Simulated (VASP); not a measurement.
The system is CoO.

```
CELL_PARAMETERS angstrom
-1.50800 1.50800 2.10725
1.50800 -1.50800 2.10725
1.50800 1.50800 -2.10725
ATOMIC_POSITIONS crystal
Co 0.00000 0.00000 0.00000
O 0.50000 0.50000 0.00000
```

```yaml
Program: VASP 6.6.1
Task: relaxation of cell and atoms
Functional: PBEsol
Potentials_or_basis: VASP PAW PBE potentials, release 64 (Co, O)
Cutoff: 600 eV
k_mesh: 12 × 12 × 12
Occupations: fermi-dirac, width 0.05 eV
Spin: collinear spin, ferromagnetic start
Starting_moments: "[2.0, 0.0] μB"
```

At the start: pressure -9.7 GPa; volume 9.58 Å³/atom.

How do energy, volume and symmetry change on relaxing?

Over 9 steps the energy falls by 18.6 meV/atom and the volume is 8.98 Å³/atom (-6.4 %); space group Fm-3m (No. 225, to 0.1 Å) before and after; moment 2.64 μB per cell.

Step by step:
| step | energy change (eV) | largest force (eV/Å) | pressure (GPa) | volume (Å³) |
| --- | --- | --- | --- | --- |
| 1 | 0.0000 | 0.0000 | -9.75 | 19.17 |
| 2 | -0.0332 | 0.0000 | 3.36 | 17.60 |
| 3 | -0.0369 | 0.0000 | -0.04 | 17.97 |
| 4 | -0.0369 | 0.0000 | 0.19 | 17.95 |
| 5 | -0.0370 | 0.0000 | -0.19 | 17.97 |
| 6 | -0.0370 | 0.0000 | -0.20 | 17.98 |
| 7 | -0.0370 | 0.0000 | -0.26 | 17.99 |
| 8 | -0.0371 | 0.0000 | -0.14 | 17.98 |
| 9 | -0.0372 | 0.0000 | 0.02 | 17.95 |

Final structure:
```
Co O
1.0
    -1.47078    1.47078    2.07452
     1.47078   -1.47078    2.07452
     1.47078    1.47078   -2.07452
Co O
1 1
Direct
  0.00000 0.00000 0.00000
  0.50000 0.50000 0.00000
```

Caveat: the PAW data sets were made with another functional, which shifts forces and pressure a little; a cell with one magnetic atom can't hold antiferromagnetic order, which such compounds often take.
